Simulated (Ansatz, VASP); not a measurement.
One calculation of Pd, two programs

The input INCAR:

```
SYSTEM = Pd
PREC     = Accurate       ! precision mode
ENCUT    = 520            ! plane-wave cutoff, eV
EDIFF    = 1E-7           ! SCF threshold, eV
ISMEAR   = -1             ! smearing method
SIGMA    = 0.05           ! smearing width, eV
LREAL    = .FALSE.        ! projectors in reciprocal space
LASPH    = .TRUE.         ! aspherical terms in the spheres
NELM     = 150            ! most SCF steps
ALGO     = Normal         ! electronic algorithm
ISIF     = 2              ! what is computed and relaxed
LWAVE    = .FALSE.        ! write WAVECAR
LCHARG   = .FALSE.        ! write CHGCAR
ISPIN    = 2              ! spin polarisation
MAGMOM   = 0.45 0.45      ! initial moments
LORBIT   = 11             ! projections on sites
LMAXMIX  = 4              ! l up to which the mixer works
GGA      = RE             ! functional
NBANDS   = 21             ! bands
```

The input KPOINTS:

```
Automatic mesh
0
G
  11 11 11
  0 0 0
```

Contents of POSCAR:

```
Pd
1.0
    0.0000000000      2.9353786788      2.9353786788
    2.9353786788      0.0000000000      2.9353786788
    2.9353786788      2.9353786788      0.0000000000
Pd
2
Direct
    0.1250000000      0.1250000000      0.1250000000
    0.8750000000      0.8750000000      0.8750000000
```

Input for Ansatz:

```yaml
crystal:
  lattice:
    - [0.0, 2.9353786788, 2.9353786788]
    - [2.9353786788, 0.0, 2.9353786788]
    - [2.9353786788, 2.9353786788, 0.0]
  atoms:
    - { symbol: Pd, position: [0.125, 0.125, 0.125], spin: 0.45 }
    - { symbol: Pd, position: [0.875, 0.875, 0.875], spin: 0.45 }
hamiltonian:
  xc: revpbe
  pseudopotentials:
    kind: paw
    azcp:
      Pd: "pseudopotentials/Pd.paw.azcp"
basis:
  ecutwfc: 420
  fft_grid_basis: typed
kpoints:
  mp_grid: { grid: [11, 11, 11], shift: [0, 0, 0] }
magnetization:
  spin_polarized: true
scf:
  occupations: { method: fermi_dirac, width: 0.05 }
  lower_state_search: "off"
output:
  stress: true
```

Alike in both runs: task single point; functional revPBE; k mesh 11 × 11 × 11; occupations fermi-dirac, width 0.05 eV; collinear spin.

|  | VASP | Ansatz |
| --- | --- | --- |
| version | VASP 6.6.1 | Ansatz 0.2.0 |
| potentials or method | VASP PAW PBE potentials, release 64 (Pd), cutoff 520 eV | plane waves (420 eV) with PAW, scalar-relativistic |
| valence electrons in the cell | 20 | 36 |

VASP gave:

| Item | Value |
| --- | --- |
| pressure (GPa) | -0.2 |
| net moment per atom (μB) | 0.47 |
| size of the moment on the site where the two differ most (μB) | 0.46 |

Estimate Ansatz's values.

pressure (GPa): 0.0; net moment per atom (μB): 0.47; size of the moment on the site where the two differ most (μB): 0.46.

VASP's potentials were made for PBE, not for revPBE. Site moments also hang on the region over which each program counts them. VASP's potentials hold 20 valence electrons a cell and Ansatz's 36, so a difference there can come from the potentials and not from the codes.
